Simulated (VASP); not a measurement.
# BaSi3 (Pm-3m) in VASP: single point with PBE

Aim: the single point of BaSi3 with PBE.

Everything below comes from runs of VASP 6.6.1. Logs are shortened: lines on timing, memory, paths and dates and some standing lists are left out, and cuts for length are marked.

## (1) The cell of the first run

Symmetry: Pm-3m, No. 221, cubic system. Conventional cell: a = 4.487 Å, b = 4.487 Å, c = 4.487 Å, α = 90.00°, β = 90.00°, γ = 90.00°. Ba (site symmetry m-3m) has 12 Si at 3.17 Å within 4.2 Å. Si (site symmetry 4/mmm) has 4 Ba at 3.17 Å and 8 Si at 3.17 Å within 4.2 Å. Within 4.2 Å of Si (site symmetry 4/mmm) lie 4 Ba at 3.17 Å and 8 Si at 3.17 Å.

## (2) Single point, PBE

The input, INCAR:

```
PREC = Accurate
ENCUT = 520
EDIFF = 1E-7
ISMEAR = 0
SIGMA = 0.05
LREAL = False
LASPH = True
NELM = 80
ALGO = Fast
ISIF = 2
LWAVE = False
LCHARG = False
GGA = PE
NBANDS = 32
```

The input, KPOINTS:

```
regular mesh
0
Gamma
  6 6 3
```

The input, POSCAR:

```
BaSi3
1.0
    4.4872196948      0.0000000000      0.0000000000
    0.0000000000      4.4872196948      0.0000000000
    0.0000000000      0.0000000000      8.9744393896
Ba Si
2 6
Direct
    0.0000000000      0.0000000000      0.0000000000
    0.0000000000      0.0000000000      0.5000000000
    0.0000000000      0.5000000000      0.2500000000
    0.5000000000      0.5000000000      0.0000000000
    0.5000000000      0.0000000000      0.2500000000
    0.0000000000      0.5000000000      0.7500000000
    0.5000000000      0.5000000000      0.5000000000
    0.5000000000      0.0000000000      0.7500000000
```

Potentials or basis: VASP PAW PBE potentials, release 64 (Ba_sv, Si).

On the command line:

```sh
$ cat potpaw_PBE.64/Ba_sv/POTCAR potpaw_PBE.64/Si/POTCAR > POTCAR
$ mpirun -np 1 vasp_std > vasp.out
```

OUTCAR:

```text
PREC = Accurate
   ENCUT = 520
   EDIFF = 1E-7
   ISMEAR = 0
   LREAL = False
   LASPH = True
   NELM = 80
   ISIF = 2
   GGA = PE

 ion  position               nearest neighbor table
   1  0.000  0.000  0.000-   3 3.17   4 3.17   5 3.17   6 3.17   8 3.17   3 3.17   4 3.17   6 3.17
                             4 3.17   5 3.17   8 3.17   4 3.17   2 4.49   2 4.49
   2  0.000  0.000  0.500-   3 3.17   5 3.17   6 3.17   7 3.17   8 3.17   3 3.17   6 3.17   7 3.17
                             5 3.17   7 3.17   8 3.17   7 3.17   1 4.49   1 4.49
   3  0.000  0.500  0.250-   1 3.17   2 3.17   1 3.17   2 3.17
   4  0.500  0.500  0.000-   1 3.17   1 3.17   1 3.17   1 3.17
   5  0.500  0.000  0.250-   1 3.17   2 3.17   1 3.17   2 3.17
   6  0.000  0.500  0.750-   1 3.17   2 3.17   1 3.17   2 3.17
   7  0.500  0.500  0.500-   2 3.17   2 3.17   2 3.17   2 3.17
   8  0.500  0.000  0.750-   1 3.17   2 3.17   1 3.17   2 3.17

  LATTYP: Found a simple tetragonal cell.
 ALAT       =     4.4872196948
 C/A-ratio  =     2.0000000000

  Lattice vectors:

 A1 = (   4.4872196948,   0.0000000000,   0.0000000000)
 A2 = (   0.0000000000,   4.4872196948,   0.0000000000)
 A3 = (   0.0000000000,   0.0000000000,   8.9744393896)

Analysis of symmetry for initial positions (statically):
=====================================================================
 Subroutine PRICEL returns following result:

  LATTYP: Found a simple cubic cell.
 ALAT       =     4.4872196948

  Lattice vectors:

 A1 = (   4.4872196948,   0.0000000000,   0.0000000000)
 A2 = (   0.0000000000,   4.4872196948,   0.0000000000)
 A3 = (   0.0000000000,   0.0000000000,   4.4872196948)

   2 primitive cells build up your supercell.

 Routine SETGRP: Setting up the symmetry group for a
 simple tetragonal supercell.

 Subroutine GETGRP returns: Found 16 space group operations
 (whereof 16 operations were pure point group operations)
 out of a pool of 16 trial point group operations.

The static configuration has the point symmetry D_4h.

Analysis of symmetry for dynamics (positions and initial velocities):
=====================================================================
 Subroutine PRICEL returns following result:

  LATTYP: Found a simple cubic cell.
 ALAT       =     4.4872196948

  Lattice vectors:

 A1 = (   4.4872196948,   0.0000000000,   0.0000000000)
 A2 = (   0.0000000000,   4.4872196948,   0.0000000000)
 A3 = (   0.0000000000,   0.0000000000,   4.4872196948)

   2 primitive cells build up your supercell.

 Routine SETGRP: Setting up the symmetry group for a
 simple tetragonal supercell.

 Subroutine GETGRP returns: Found 16 space group operations
 (whereof 16 operations were pure point group operations)
 out of a pool of 16 trial point group operations.

The dynamic configuration has the point symmetry D_4h.

 Subroutine INISYM returns: Found 16 space group operations
 (whereof 16 operations are pure point group operations),
 and found     2 'primitive' translations

----------------------------------------------------------------------------------------

                                     Primitive cell

  volume of cell :      90.3508

  direct lattice vectors                    reciprocal lattice vectors
     4.487219695  0.000000000  0.000000000     0.222855146  0.000000000  0.000000000
     0.000000000  4.487219695  0.000000000     0.000000000  0.222855146  0.000000000
     0.000000000  0.000000000  4.487219695     0.000000000  0.000000000  0.222855146

  length of vectors
     4.487219695  4.487219695  4.487219695     0.222855146  0.222855146  0.222855146

  position of ions in fractional coordinates (direct lattice)
     0.000000000  0.000000000  0.000000000
     0.000000000  0.500000000  0.500000000
     0.500000000  0.500000000  0.000000000
     0.500000000  0.000000000  0.500000000

  ion indices of the primitive-cell ions
   primitive index   ion index
                 1           1
                 2           3
                 3           4
                 4           5

----------------------------------------------------------------------------------------

 KPOINTS: regular mesh

Automatic generation of k-mesh.
 Grid dimensions read from file:
 generate k-points for:    6    6    3

 Generating k-lattice:

  Cartesian coordinates                     Fractional coordinates (reciprocal lattice)
     0.037142524  0.000000000  0.000000000     0.166666667  0.000000000  0.000000000
     0.000000000  0.037142524  0.000000000     0.000000000  0.166666667  0.000000000
     0.000000000  0.000000000  0.037142524     0.000000000  0.000000000  0.333333333

  Length of vectors
     0.037142524  0.037142524  0.037142524

  Shift w.r.t. Gamma in fractional coordinates (k-lattice)
     0.000000000  0.000000000  0.000000000

 Subroutine IBZKPT returns following result:
 ===========================================

 Found     20 irreducible k-points:

 Following reciprocal coordinates:
            Coordinates               Weight
  0.000000  0.000000  0.000000      1.000000
  0.166667  0.000000  0.000000      4.000000
  0.333333  0.000000  0.000000      4.000000
  0.500000  0.000000  0.000000      2.000000
  0.166667  0.166667  0.000000      4.000000
  0.333333  0.166667  0.000000      8.000000
[... 12 lines left out ...]
  0.500000  0.333333  0.333333      8.000000
  0.500000  0.500000  0.333333      2.000000
   k-points           NKPTS =     20   k-points in BZ     NKDIM =     20   number of bands    NBANDS=     32
   number of dos      NEDOS =    301   number of ions     NIONS =      8
   total plane-waves  NPLWV =  90720
   dimension x,y,z NGX =    36 NGY =   36 NGZ =   70
   dimension x,y,z NGXF=    72 NGYF=   72 NGZF=  140
   ions per type =               2   6
   NGX,Y,Z   is equivalent  to a cutoff of  13.34, 13.34, 12.97 a.u.
   NGXF,Y,Z  is equivalent  to a cutoff of  26.68, 26.68, 25.93 a.u.
 SYSTEM =  unknown system
   PREC   = accura    normal or accurate (medium, high low for compatibility)
   ISTART =      0    job   : 0-new  1-cont  2-samecut
   ICHARG =      2    charge: 1-file 2-atom 10-const
   ISPIN  =      1    spin polarized calculation?
   LNONCOLLINEAR =      F non collinear calculations
   LSORBIT =      F    spin-orbit coupling
   LASPH  =      T    aspherical Exc in radial PAW
   ENCUT  =  520.0 eV  38.22 Ry    6.18 a.u.   8.34  8.34 16.69*2*pi/ulx,y,z
   NELM   =     80;   NELMIN=  2; NELMDL= -5     # of ELM steps
   EDIFF  = 0.1E-06   stopping-criterion for ELM
   LREAL  =      F    real-space projection
   EDIFFG = 0.1E-05   stopping-criterion for IOM
   NSW    =      0    number of steps for IOM
   IBRION =     -1    ionic relax: 0-MD 1-quasi-New 2-CG
   NFREE  =      0    steps in history (QN), initial steepest desc. (CG)
   ISIF   =      2    stress and relaxation
   ISYM   =      2    0-nonsym 1-usesym 2-fastsym
   POTIM  = 0.5000    time-step for ionic-motion
   TEBEG  =    0.0;   TEEND  =   0.0 temperature during run
   PSTRESS=    0.0 pullay stress
   NELECT =      44.0000    total number of electrons
   NUPDOWN=      -1.0000    fix difference up-down
   EMIN   =  10.00;   EMAX   =-10.00  energy-range for DOS
   EFERMI =   0.00;   METHOD = LEGACY
   ISMEAR =     0;   SIGMA  =   0.05  broadening in eV -4-tet -1-fermi 0-gaus
   EFERMI_NEDOS =   21; number of points for ismear=-14 and -15
   IALGO  =     68    algorithm
   IMIX   =      4    mixing-type and parameters
     AMIX     =   0.40;   BMIX     =  1.00
     AMIX_MAG =   1.60;   BMIX_MAG =  1.00
  volume/ion in A,a.u.               =      22.59       152.43
  Fermi-wavevector in a.u.,A,eV,Ry     =   1.022284  1.931837 14.218977  1.045065
  Thomas-Fermi vector in A             =   2.155955
   LORBIT       =      0    0 simple, 1 ext, 2 COOP (PROOUT), +10 PAW based schemes
   GGA     = PE    functional components
   LHFCALC =     F    Hartree Fock is set to
   AEXX    =    0.0000 exact exchange contribution
   IVDW    =     0    specifies the selected vdW correction
   LEPSILON=     F    determine dielectric tensor
   LRPA    =     F    only Hartree local field effects (RPA)
 non-spin polarized calculation
 RMM-DIIS sequential band-by-band and
 Gauss-broadening in eV      SIGMA  =   0.05
  energy-cutoff  :      520.00
  volume of cell :      180.70
 maximum number of plane-waves:      4904
 NGX is ok and might be reduce to    36
   NGX = 17   NGY = 17   NGZ = 33

 number of electron      44.0000000 magnetization

 Free energy of the ion-electron system (eV)
  ---------------------------------------------------
  ext. energy  EPLUGINS =         0.00000000
  ---------------------------------------------------
  free energy    TOTEN  =       -33.06886676 eV

  energy without entropy =      -33.05844653  energy(sigma->0) =      -33.06365664

 E-fermi :   5.2582     XC(G=0):  -9.9822

 val. band max:        5.2379980306   @ k =   0.5000   0.0000   0.3333
 cond. band min:       5.5087947086   @ k =   0.3333   0.1667   0.0000
 fundamental gap:      0.2707966780
 Fermi energy:         5.2582396305

 k-point     1 :       0.0000    0.0000    0.0000
  band No.  band energies     occupation
      1     -21.2058      2.00000
      2     -21.1810      2.00000
      3      -7.5446      2.00000
      4      -6.7048      2.00000
      5      -6.7048      2.00000
      6      -6.7048      2.00000
[... 24 lines left out ...]
     31       8.5357      0.00000
     32       8.5363      0.00000

 k-point     2 :       0.1667    0.0000    0.0000
  band No.  band energies     occupation
      1     -21.1997      2.00000
      2     -21.1754      2.00000
      3      -7.4807      2.00000
      4      -6.9723      2.00000
      5      -6.8087      2.00000
      6      -6.6853      2.00000
[... 24 lines left out ...]
     31       8.7021      0.00000
     32       9.0891      0.00000
[... 593 lines left out ...]
     31       9.6695      0.00000
     32       9.7332      0.00000

 k-point    20 :       0.5000    0.5000    0.3333
  band No.  band energies     occupation
      1     -21.1532      2.00000
      2     -21.1428      2.00000
      3      -7.2156      2.00000
      4      -7.2156      2.00000
      5      -7.1063      2.00000
      6      -7.1063      2.00000
[... 24 lines left out ...]
     31      10.1244      0.00000
     32      10.1614      0.00000

------------------------ aborting loop because EDIFF is reached ----------------------------------------

  FORCE on cell =-STRESS in cart. coord.  units (eV):
  Direction    XX          YY          ZZ          XY          YZ          ZX
  --------------------------------------------------------------------------------------
  -------------------------------------------------------------------------------------
  Total        0.8993936      0.8993936      0.8995607      0.0000000      0.0000000      0.0000000
  in kB        7.9744069      7.9744069      7.9758881      0.0000000      0.0000000      0.0000000
  external PRESSURE =       7.9749007 kB  Pullay stress =       0.0000000 kB

 VOLUME and BASIS-vectors are now :
 -----------------------------------------------------------------------------
  energy-cutoff  :      520.00
  volume of cell :      180.70
      direct lattice vectors                 reciprocal lattice vectors
     4.487219695  0.000000000  0.000000000     0.222855146  0.000000000  0.000000000
     0.000000000  4.487219695  0.000000000     0.000000000  0.222855146  0.000000000
     0.000000000  0.000000000  8.974439390     0.000000000  0.000000000  0.111427573

 POSITION                                       TOTAL-FORCE (eV/Angst)
 -----------------------------------------------------------------------------------
      0.00000      0.00000      0.00000        -0.000000     -0.000000     -0.000000
      0.00000      0.00000      4.48722        -0.000000     -0.000000      0.000000
      0.00000      2.24361      2.24361        -0.000000     -0.000000      0.000000
      2.24361      2.24361      0.00000        -0.000000     -0.000000      0.000000
      2.24361      0.00000      2.24361         0.000000     -0.000000      0.000000
      0.00000      2.24361      6.73083        -0.000000     -0.000000     -0.000000
      2.24361      2.24361      4.48722         0.000000      0.000000      0.000000
      2.24361      0.00000      6.73083         0.000000     -0.000000     -0.000000
 -----------------------------------------------------------------------------------
    total drift:                               -0.000000     -0.000000      0.000000

  FREE ENERGIE OF THE ION-ELECTRON SYSTEM (eV)
  ---------------------------------------------------
  free  energy   TOTEN  =       -33.0688667572 eV

  energy  without entropy=      -33.0584465293  energy(sigma->0) =      -33.06365664
```

Wall time 3 min (1 thread of Oxide Virtual Turin-like, shared host); peak memory 0.3 GiB.

Results:

| Quantity | Value |
| --- | --- |
| Free energy | -33.0689 eV |
| Pressure | 0.8 GPa |
| Band gap on the k mesh | zero (bands 22 and 23 overlap by 0.86 eV) |

Caveat: spin-orbit coupling is left out, which moves the levels of the heavy elements.

The gap in the log of VASP goes by the Fermi energy; the results here count the filled bands.